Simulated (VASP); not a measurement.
# Mn (Im-3m) in VASP: further runs, part 2 of 3

VASP 6.6.1. The steps go on from the part before.

## 3. Single point, RPBE

This run uses another cell than the first one, of 11.03 Å³/atom, 0.926 times its volume.

File INCAR:

```
SYSTEM = Mn
  ALGO = Normal
  EDIFF = 1E-6
  ENCUT = 520
  GGA = RP
  ISIF = 2
  ISMEAR = -1
  LASPH = .True.
  LCHARG = .True.
  LELF = .True.
  LREAL = .False.
  LVHAR = .True.
  LWAVE = .False.
  NBANDS = 12
  NELM = 60
  PREC = Accurate
  SIGMA = 0.1
```

File KPOINTS:

```
k-points
0
Gamma
  26 26 26
  0 0 0
```

File POSCAR:

```
Mn
1.0
   -1.4021202874      1.4021202874      1.4021202874
    1.4021202874     -1.4021202874      1.4021202874
    1.4021202874      1.4021202874     -1.4021202874
Mn
1
Direct
    0.0000000000      0.0000000000      0.0000000000
```

Potentials or basis: VASP PAW PBE potentials, release 64 (Mn_pv).

Run with:

```sh
cat potpaw_PBE.64/Mn_pv/POTCAR > POTCAR
mpirun -np 1 vasp_std > vasp.out
```

OUTCAR:

```text
SYSTEM = Mn
   EDIFF = 1E-6
   ENCUT = 520
   GGA = RP
   ISIF = 2
   ISMEAR = -1
   LASPH = .True.
   LREAL = .False.
   NELM = 60
   PREC = Accurate

 ion  position               nearest neighbor table
   1  0.000  0.000  0.000-

  LATTYP: Found a body centered cubic cell.
 ALAT       =     2.8042405748

  Lattice vectors:

 A1 = (  -1.4021202874,   1.4021202874,   1.4021202874)
 A2 = (   1.4021202874,  -1.4021202874,   1.4021202874)
 A3 = (   1.4021202874,   1.4021202874,  -1.4021202874)

Analysis of symmetry for initial positions (statically):
=====================================================================
 Subroutine PRICEL returns:
 Original cell was already a primitive cell.

 Routine SETGRP: Setting up the symmetry group for a
 body centered cubic supercell.

 Subroutine GETGRP returns: Found 48 space group operations
[... 9 lines left out ...]

 Routine SETGRP: Setting up the symmetry group for a
 body centered cubic supercell.

 Subroutine GETGRP returns: Found 48 space group operations
[... 11 lines left out ...]
                                     Primitive cell

  volume of cell :      11.0259

  direct lattice vectors                    reciprocal lattice vectors
    -1.402120287  1.402120287  1.402120287     0.000000000  0.356602785  0.356602785
     1.402120287 -1.402120287  1.402120287     0.356602785  0.000000000  0.356602785
     1.402120287  1.402120287 -1.402120287     0.356602785  0.356602785  0.000000000

  length of vectors
     2.428543576  2.428543576  2.428543576     0.504312496  0.504312496  0.504312496

  position of ions in fractional coordinates (direct lattice)
     0.000000000  0.000000000  0.000000000

  ion indices of the primitive-cell ions
   primitive index   ion index
                 1           1

----------------------------------------------------------------------------------------

 KPOINTS: k-points

Automatic generation of k-mesh.
 Grid dimensions read from file:
 generate k-points for:   26   26   26

 Generating k-lattice:

  Cartesian coordinates                     Fractional coordinates (reciprocal lattice)
     0.000000000  0.013715492  0.013715492     0.038461538  0.000000000  0.000000000
     0.013715492  0.000000000  0.013715492     0.000000000  0.038461538  0.000000000
     0.013715492  0.013715492  0.000000000     0.000000000  0.000000000  0.038461538

  Length of vectors
     0.019396634  0.019396634  0.019396634

  Shift w.r.t. Gamma in fractional coordinates (k-lattice)
     0.000000000  0.000000000  0.000000000

 Subroutine IBZKPT returns following result:
 ===========================================

 Found    511 irreducible k-points:

 Following reciprocal coordinates:
            Coordinates               Weight
  0.000000  0.000000  0.000000      1.000000
  0.038462  0.000000  0.000000     12.000000
  0.076923  0.000000  0.000000     12.000000
  0.115385  0.000000  0.000000     12.000000
  0.153846  0.000000  0.000000     12.000000
  0.192308  0.000000  0.000000     12.000000
[... 16 lines left out ...]
  0.346154  0.038462  0.000000     48.000000
  0.384615  0.038462 -0.000000     48.000000
 [... further k-points ...]
   k-points           NKPTS =    511   k-points in BZ     NKDIM =    511   number of bands    NBANDS=     12
   number of dos      NEDOS =    301   number of ions     NIONS =      1
   total plane-waves  NPLWV =   5832
   dimension x,y,z NGX =    18 NGY =   18 NGZ =   18
   dimension x,y,z NGXF=    36 NGYF=   36 NGZF=   36
   ions per type =               1
   NGX,Y,Z   is equivalent  to a cutoff of  12.32, 12.32, 12.32 a.u.
   NGXF,Y,Z  is equivalent  to a cutoff of  24.64, 24.64, 24.64 a.u.
 SYSTEM =  Mn
   PREC   = accura    normal or accurate (medium, high low for compatibility)
   ISTART =      0    job   : 0-new  1-cont  2-samecut
   ICHARG =      2    charge: 1-file 2-atom 10-const
   ISPIN  =      1    spin polarized calculation?
   LNONCOLLINEAR =      F non collinear calculations
   LSORBIT =      F    spin-orbit coupling
   LASPH  =      T    aspherical Exc in radial PAW
   ENCUT  =  520.0 eV  38.22 Ry    6.18 a.u.   4.52  4.52  4.52*2*pi/ulx,y,z
   NELM   =     60;   NELMIN=  2; NELMDL= -5     # of ELM steps
   EDIFF  = 0.1E-05   stopping-criterion for ELM
   LREAL  =      F    real-space projection
   EDIFFG = 0.1E-04   stopping-criterion for IOM
   NSW    =      0    number of steps for IOM
   IBRION =     -1    ionic relax: 0-MD 1-quasi-New 2-CG
   NFREE  =      0    steps in history (QN), initial steepest desc. (CG)
   ISIF   =      2    stress and relaxation
   ISYM   =      2    0-nonsym 1-usesym 2-fastsym
   POTIM  = 0.5000    time-step for ionic-motion
   TEBEG  =    0.0;   TEEND  =   0.0 temperature during run
   PSTRESS=    0.0 pullay stress
   NELECT =      13.0000    total number of electrons
   NUPDOWN=      -1.0000    fix difference up-down
   EMIN   =  10.00;   EMAX   =-10.00  energy-range for DOS
   EFERMI =   0.00;   METHOD = LEGACY
   ISMEAR =    -1;   SIGMA  =   0.10  broadening in eV -4-tet -1-fermi 0-gaus
   EFERMI_NEDOS =   21; number of points for ismear=-14 and -15
   IALGO  =     38    algorithm
   IMIX   =      4    mixing-type and parameters
     AMIX     =   0.40;   BMIX     =  1.00
     AMIX_MAG =   1.60;   BMIX_MAG =  1.00
  volume/ion in A,a.u.               =      11.03        74.41
  Fermi-wavevector in a.u.,A,eV,Ry     =   1.729487  3.268257 40.696738  2.991126
  Thomas-Fermi vector in A             =   2.804223
   LORBIT       =      0    0 simple, 1 ext, 2 COOP (PROOUT), +10 PAW based schemes
   GGA     = RP    functional components
   LHFCALC =     F    Hartree Fock is set to
   AEXX    =    0.0000 exact exchange contribution
   IVDW    =     0    specifies the selected vdW correction
   LEPSILON=     F    determine dielectric tensor
   LRPA    =     F    only Hartree local field effects (RPA)
 non-spin polarized calculation
  energy-cutoff  :      520.00
  volume of cell :       11.03
 maximum number of plane-waves:       321
   NGX =  9   NGY =  9   NGZ =  9

 number of electron      13.0000015 magnetization

 Free energy of the ion-electron system (eV)
  ---------------------------------------------------
  ext. energy  EPLUGINS =         0.00000000
  ---------------------------------------------------
  free energy    TOTEN  =        -8.33031192 eV

  energy without entropy =       -8.25713845  energy(sigma->0) =       -8.29372519

 E-fermi :  10.5910     XC(G=0): -13.7464

 val. band max:       10.5908254418   @ k =   0.1923   0.0385  -0.0000
 cond. band min:      10.5919454249   @ k =  -0.3077   0.4615   0.0385
 fundamental gap:      0.0011199831
 Fermi energy:        10.5909636049

 k-point     1 :       0.0000    0.0000    0.0000
  band No.  band energies     occupation
      1     -37.4907      2.00000
      2     -37.4907      2.00000
      3     -37.4907      2.00000
      4       2.0580      2.00000
      5       9.0491      2.00000
      6       9.0491      2.00000
      7       9.0491      2.00000
      8      10.9331      0.06328
      9      10.9331      0.06328
     10      34.0837      0.00000
     11      34.0838      0.00000
     12      34.0838      0.00000

 k-point     2 :       0.0385    0.0000    0.0000
  band No.  band energies     occupation
      1     -37.5012      2.00000
      2     -37.4940      2.00000
      3     -37.4907      2.00000
      4       2.1231      2.00000
      5       9.0265      2.00000
      6       9.0463      2.00000
      7       9.0897      2.00000
      8      10.9078      0.08073
      9      10.9347      0.06230
     10      33.8549      0.00000
     11      34.0510      0.00000
     12      34.1093      0.00000
[... 301 lines left out ...]
 k-point    23 :       0.3462    0.0385    0.0000
  band No.  band energies     occupation
      1     -38.0727      2.00000
      2     -37.6798      2.00000
      3     -37.4970      2.00000
      4       5.6589      2.00000
      5       7.8689      2.00000
      6       9.4325      1.99998
      7      10.8211      0.18198
      8      11.1824      0.00539
      9      11.8390      0.00001
     10      22.6147      0.00000
     11      29.1450      0.00000
     12      32.9276      0.00000

 k-point    24 :       0.3846    0.0385   -0.0000
  band No.  band energies     occupation
      1     -38.1260      2.00000
      2     -37.6981      2.00000
      3     -37.4973      2.00000
      4       5.7707      2.00000
      5       7.7662      2.00000
      6       9.9662      1.99614
      7      10.8909      0.09488
      8      11.2478      0.00280
      9      12.1847      0.00000
     10      21.3029      0.00000
     11      28.7029      0.00000
     12      32.2791      0.00000

 [... further k-points ...]

------------------------ aborting loop because EDIFF is reached ----------------------------------------

  FORCE on cell =-STRESS in cart. coord.  units (eV):
  Direction    XX          YY          ZZ          XY          YZ          ZX
  --------------------------------------------------------------------------------------
  -------------------------------------------------------------------------------------
  Total        0.0002121      0.0002121      0.0002121     -0.0000000      0.0000000     -0.0000000
  in kB        0.0308257      0.0308257      0.0308257     -0.0000000      0.0000000     -0.0000000
  external PRESSURE =       0.0308257 kB  Pullay stress =       0.0000000 kB

 VOLUME and BASIS-vectors are now :
 -----------------------------------------------------------------------------
  energy-cutoff  :      520.00
  volume of cell :       11.03
      direct lattice vectors                 reciprocal lattice vectors
    -1.402120287  1.402120287  1.402120287     0.000000000  0.356602785  0.356602785
     1.402120287 -1.402120287  1.402120287     0.356602785  0.000000000  0.356602785
     1.402120287  1.402120287 -1.402120287     0.356602785  0.356602785  0.000000000

 POSITION                                       TOTAL-FORCE (eV/Angst)
 -----------------------------------------------------------------------------------
      0.00000      0.00000      0.00000        -0.000000      0.000000     -0.000000
 -----------------------------------------------------------------------------------
    total drift:                                0.000000     -0.000000      0.000000

  FREE ENERGIE OF THE ION-ELECTRON SYSTEM (eV)
  ---------------------------------------------------
  free  energy   TOTEN  =        -8.3303119192 eV

  energy  without entropy=       -8.2571384526  energy(sigma->0) =       -8.29372519
```

OSZICAR:

```text
N       E                     dE             d eps       ncg     rms          rms(c)
DAV:   1     0.793758652667E+02    0.79376E+02   -0.78073E+03 12464   0.139E+03
DAV:   2    -0.851418638020E+01   -0.87890E+02   -0.84242E+02 12544   0.315E+02
DAV:   3    -0.992551933584E+01   -0.14113E+01   -0.14059E+01 13284   0.469E+01
DAV:   4    -0.993428512791E+01   -0.87658E-02   -0.87654E-02 13284   0.359E+00
DAV:   5    -0.993439998876E+01   -0.11486E-03   -0.11486E-03 13336   0.408E-01    0.127E+01
DAV:   6    -0.838090587150E+01    0.15535E+01   -0.44525E+00 12504   0.418E+01    0.178E+00
DAV:   7    -0.833933137064E+01    0.41575E-01   -0.15390E-01 12796   0.720E+00    0.904E-01
DAV:   8    -0.833062392638E+01    0.87074E-02   -0.49941E-03 13344   0.117E+00    0.221E-01
DAV:   9    -0.833033275623E+01    0.29117E-03   -0.13586E-03 12584   0.665E-01    0.372E-02
DAV:  10    -0.833031246187E+01    0.20294E-04   -0.19207E-05 13148   0.587E-02    0.193E-03
DAV:  11    -0.833031124826E+01    0.12136E-05   -0.19431E-07  8080   0.625E-03    0.682E-04
DAV:  12    -0.833031191924E+01   -0.67098E-06   -0.15417E-08  6288   0.181E-03
   1 F= -.83303119E+01 E0= -.82937252E+01  d E =-.731735E-01
```

stdout:

```text
POSCAR found type information on POSCAR Mn
 POSCAR found :  1 types and       1 ions
 scaLAPACK will be used
 -----------------------------------------------------------------------------
|                                                                             |
|                                                                             |
|     You enforced a specific xc type in the INCAR file but a different       |
|     I HOPE YOU KNOW WHAT YOU ARE DOING!                                     |
|                                                                             |
 -----------------------------------------------------------------------------

 LDA part: xc-table for (Slater+PW92), standard interpolation
 POSCAR, INCAR and KPOINTS ok, starting setup
 FFT: planning ... GRIDC
 FFT: planning ... GRID_SOFT
 FFT: planning ... GRID
 WAVECAR not read
 entering main loop
```

Wall time 47 s (1 thread of AMD EPYC 7R43 (Zen 3), shared host); peak memory 0.13 GiB.

What came out:

- Free energy: -8.3303 eV
- Pressure: 0.0 GPa

Levels at points of the mesh, in eV from the Fermi level:
```tsv
k point	band 4	band 5	band 6	band 7	band 8	band 9
(0.00, 0.00, 0.00)	-8.53	-1.54	-1.54	-1.54	0.34	0.34
(0.50, 0.00, 0.00)	-4.82	-2.94	0.33	0.60	0.63	1.84
(0.50, 0.50, 0.50)	-4.63	-4.63	1.50	1.50	1.50	10.41
```

Caveat: the PAW data sets were made with another functional, which shifts forces and pressure a little; the run has no spin polarisation, though such a crystal can be magnetic. Spin polarisation is off, so any magnetic state and its effect on volume and gap are missing.

## 4. Single point, RPBE, collinear spin, ferromagnetic start

This run uses another cell than the first one, of 11.17 Å³/atom, 0.938 times its volume.

File INCAR:

```
ALGO     = Normal         # electronic algorithm
EDIFF    = 1E-6           # SCF threshold, eV
ENCUT    = 520            # plane-wave cutoff, eV
GGA      = RP             # functional
ISIF     = 2              # what is computed and relaxed
ISMEAR   = -1             # smearing method
ISPIN    = 2              # spin polarisation
LASPH    = T              # aspherical terms in the spheres
LCHARG   = F              # write CHGCAR
LMAXMIX  = 4              # l up to which the mixer works
LORBIT   = 11             # projections on sites
LREAL    = F              # projectors in reciprocal space
LWAVE    = F              # write WAVECAR
MAGMOM   = 3              # initial moments
NBANDS   = 16             # bands
NELM     = 150            # most SCF steps
PREC     = Accurate       # precision mode
SIGMA    = 0.05           # smearing width, eV
```

File KPOINTS:

```
k-points
0
Gamma
  15 15 15
```

File POSCAR:

```
Mn
1.0
   -1.4081102944      1.4081102944      1.4081102944
    1.4081102944     -1.4081102944      1.4081102944
    1.4081102944      1.4081102944     -1.4081102944
Mn
1
Direct
    0.0000000000      0.0000000000      0.0000000000
```

Run with:

```sh
cat potpaw_PBE.64/Mn_pv/POTCAR > POTCAR
mpirun -np 1 vasp_std > vasp.out
```

It took 16 s on 1 thread of Intel Xeon 6975P-C (Granite Rapids), shared host; peak memory 0.14 GiB.

Results (log left out):

| Quantity | Value |
| --- | --- |
| Free energy | -8.3292 eV |
| Pressure | 0.2 GPa |
| Net moment | 0.86 μB per cell |
| Site moments | Mn +0.86 μB |
| Valence electrons inside the program's atomic spheres | Mn 11.89 |

Levels at points of the mesh, in eV from the Fermi level:
Spin up:
```
           k point  band 3  band 4  band 5  band 6  band 7  band 8  band 9  band 10  band 11  band 12
(0.00, 0.00, 0.00)  -48.41   -8.41   -1.73   -1.73   -1.73   -0.05   -0.05    23.52    23.52    23.52
```
Spin down:
```tsv
k point	band 3	band 4	band 5	band 6	band 7	band 8	band 9	band 10
(0.00, 0.00, 0.00)	-47.41	-8.31	-0.99	-0.99	-0.99	1.07	1.07	23.46
```

Caveat: the PAW data sets were made with another functional, which shifts forces and pressure a little.

(Part 2 of 3 ends here.)
